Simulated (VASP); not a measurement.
Here is a VASP 6.6.1 calculation.

The input INCAR:

```
PREC     = Accurate       # precision mode
ENCUT    = 520            # plane-wave cutoff, eV
EDIFF    = 1E-7           # SCF threshold, eV
ISMEAR   = 1              # smearing method
SIGMA    = 0.15           # smearing width, eV
LREAL    = False          # projectors in reciprocal space
LASPH    = True           # aspherical terms in the spheres
NELM     = 80             # most SCF steps
ALGO     = Normal         # electronic algorithm
ISIF     = 2              # what is computed and relaxed
LWAVE    = False          # write WAVECAR
LCHARG   = False          # write CHGCAR
NBANDS   = 38             # bands
```

KPOINTS

```
regular mesh
0
Gamma
  7 7 5
```

POSCAR

```
In3Pt2
1.0
    4.5722600000      0.0000000000      0.0000000000
   -2.2861300000      3.9596900000      0.0000000000
    0.0000000000      0.0000000000      5.5763800000
In Pt
3 2
Direct
    0.0000000000      0.0000000000      0.0000000000
    0.6666666667      0.3333333333      0.3496700000
    0.3333333333      0.6666666667      0.6503300000
    0.6666666667      0.3333333333      0.8371700000
    0.3333333333      0.6666666667      0.1628300000
```

Potentials or basis: VASP PAW LDA potentials, release 64 (In_d, Pt).

Run with:

```bash
$ cat potpaw_LDA.64/In_d/POTCAR potpaw_LDA.64/Pt/POTCAR > POTCAR
$ mpirun -np 1 vasp_std > vasp.out
```

(1) Estimate the largest force.

(2) Estimate the pressure.

(3) What does it give for the band gap on the k mesh?

Answers

(1) 0.106 eV/Å.

(2) -5.4 GPa.

(3) zero (an odd number of electrons rules out a gap without spin polarisation).

Caveat: the cell stands under tension; spin-orbit coupling is left out, which moves the levels of the heavy elements.
